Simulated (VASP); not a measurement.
Set up this calculation in VASP 6.6.1, as the native input.

```
Task                   : single point
Functional             : PBE
Dispersion             : D3(BJ)
Potentials or basis    : VASP PAW PBE potentials, release 64 (H, P, C, S, N)
Cutoff                 : 520 eV
k mesh                 : 6 × 6 × 6
Occupations            : gaussian, width 0.02 eV
Spin                   : no spin polarisation
Dipole correction      : no
Further INCAR settings : LREAL = Auto; ALGO = Normal; EDIFF = 1e-06; NBANDS = 48
```

The structure of PH12C6SN3 lies in POSCAR:

```
PH12C6SN3
1.0
    4.6434704449      2.6809089113      2.7301767140
   -4.6434704449      2.6809089113      2.7301767140
    0.0000000000     -5.3618178227      2.7301767139
H P C S N
12 1 6 1 3
Direct
    0.1695391237      0.9774961392      0.6647345118
    0.6647345118      0.1695391237      0.9774961392
    0.9774961392      0.6647345118      0.1695391237
    0.9774961392      0.1695391237      0.6647345118
    0.1695391237      0.6647345118      0.9774961392
    0.6647345118      0.9774961392      0.1695391237
    1.0131366699      0.5621089800      0.5621089800
    0.5621089800      1.0131366699      0.5621089800
    0.5621089800      0.5621089800      1.0131366699
    0.7071097711      0.4475025707      0.4475025707
    0.4475025707      0.7071097711      0.4475025707
    0.4475025707      0.4475025707      0.7071097711
    0.0059360186      0.0059360186      0.0059360186
    1.0014448798      1.0014448798      0.6975862607
    0.6975862607      1.0014448798      1.0014448798
    1.0014448798      0.6975862607      1.0014448798
    0.8399709724      0.5824524327      0.5824524327
    0.5824524327      0.8399709724      0.5824524327
    0.5824524327      0.5824524327      0.8399709724
    0.2462714999      0.2462714999      0.2462714999
    0.8108928962      0.8108928962      0.5448457392
    0.5448457392      0.8108928962      0.8108928962
    0.8108928962      0.5448457392      0.8108928962
```

The input as run:

INCAR

```
SYSTEM = PH12C6SN3
PREC = Accurate ; ENCUT = 520
EDIFF = 1E-6 ; ISMEAR = 0
SIGMA = 0.02 ; LREAL = Auto
LASPH = .TRUE. ; NELM = 80
ALGO = Normal ; ISIF = 2
LWAVE = .FALSE. ; LCHARG = .TRUE.
GGA = PE ; IVDW = 12
LELF = .TRUE. ; LVHAR = .TRUE.
NBANDS = 48
```

KPOINTS

```
regular mesh
0
G
  6 6 6
  0 0 0
```

Potentials or basis: VASP PAW PBE potentials, release 64 (H, P, C, S, N).

The run is started by

```console
$ cat potpaw_PBE.64/H/POTCAR potpaw_PBE.64/P/POTCAR potpaw_PBE.64/C/POTCAR potpaw_PBE.64/S/POTCAR potpaw_PBE.64/N/POTCAR > POTCAR
$ mpirun -np 1 vasp_std > vasp.out
```

It gave:

```yaml
Pressure: -0.1 GPa
Largest_force: 0.126 eV/Å
Band_gap_on_the_k_mesh: 4.19 eV (least direct gap 4.40 eV)
Dispersion_energy_per_atom: -0.085 eV
```

It took 20 min on 1 thread of Intel Xeon 8259CL, on a shared host, peak memory 0.45 GiB.
